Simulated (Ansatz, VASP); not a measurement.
# One calculation of LaB6, two programs

File POSCAR:

```
LaB6
1.0
    4.1569950254      0.0000000000      0.0000000000
    0.0000000000      4.1569950254      0.0000000000
    0.0000000000      0.0000000000      4.1569950254
La B
1 6
Direct
    0.0000000000      0.0000000000      0.0000000000
    0.2117000000      0.5000000000      0.5000000000
    0.7883000000      0.5000000000      0.5000000000
    0.5000000000      0.5000000000      0.2117000000
    0.5000000000      0.5000000000      0.7883000000
    0.5000000000      0.2117000000      0.5000000000
    0.5000000000      0.7883000000      0.5000000000
```

File INCAR.step1:

```
SYSTEM = LaB6
  PREC = Accurate
  ENCUT = 600
  ISMEAR = 0
  SIGMA = 0.1
  LREAL = .False.
  LASPH = .True.
  NELM = 60
  GGA = PE
  ALGO = Normal
  EDIFF = 1E-4
  LWAVE = .True.
  LCHARG = .False.
```

Contents of INCAR.step2:

```
SYSTEM = LaB6
  PREC = Accurate
  ENCUT = 600
  EDIFF = 1E-7
  ISMEAR = 0
  SIGMA = 0.1
  LREAL = .False.
  LASPH = .True.
  NELM = 60
  ALGO = Normal
  ISIF = 3
  LWAVE = .False.
  LCHARG = .False.
  METAGGA = R2SCAN
  LMIXTAU = .True.
  IBRION = 2
  NSW = 100
  EDIFFG = -0.05
  ISTART = 1
```

File KPOINTS:

```
Automatic mesh
0
Gamma
  6 6 6
  0 0 0
```

Input for Ansatz:

```yaml
crystal:
  lattice:
    - [4.1569950254, 0.0, 0.0]
    - [0.0, 4.1569950254, 0.0]
    - [0.0, 0.0, 4.1569950254]
  atoms:
    - { symbol: La, position: [0.0, 0.0, 0.0] }
    - { symbol: B, position: [0.2117, 0.5, 0.5] }
    - { symbol: B, position: [0.7883, 0.5, 0.5] }
    - { symbol: B, position: [0.5, 0.5, 0.2117] }
    - { symbol: B, position: [0.5, 0.5, 0.7883] }
    - { symbol: B, position: [0.5, 0.2117, 0.5] }
    - { symbol: B, position: [0.5, 0.7883, 0.5] }
basis:
  ecutwfc: 500
kpoints:
  mp_grid: { grid: [6, 6, 6] }
hamiltonian:
  xc: r2scan
scf:
  occupations: { method: gaussian, width: 0.1 }
output:
  forces: true
  stress: true
  eigenvalues: true
relax:
  adjacent_minimum: "off"
  f_tol: 0.05
  max_steps: 80
  cell: { stress_tol: 0.5 }
```

Alike in both runs: task relaxation of cell and atoms; functional r2SCAN; k mesh 6 × 6 × 6; occupations gaussian, width 0.1 eV; no spin polarisation.

|  | VASP | Ansatz |
| --- | --- | --- |
| version | VASP 6.6.1 | Ansatz 0.2.0 |
| potentials or method | VASP PAW PBE potentials, release 64 (La, B), cutoff 600 eV | scalar-relativistic, plane waves, PAW |
| valence electrons in the cell | 29 | 29 |

```tsv
	VASP	Ansatz	Ansatz less VASP
gap on the k mesh at the Fermi level, each at its own relaxed structure (eV)	none	none	-
relaxed volume (Å³/atom)	10.22	10.24	+0.012
relaxed length of the cell vector where the two differ most in proportion (Å)	4.152	4.154	+0.0016
```

VASP's potentials were made for PBE, not for r2SCAN. A gap of «none» marks a metal or a gap that the smearing closes.

Spin-orbit coupling is off throughout.
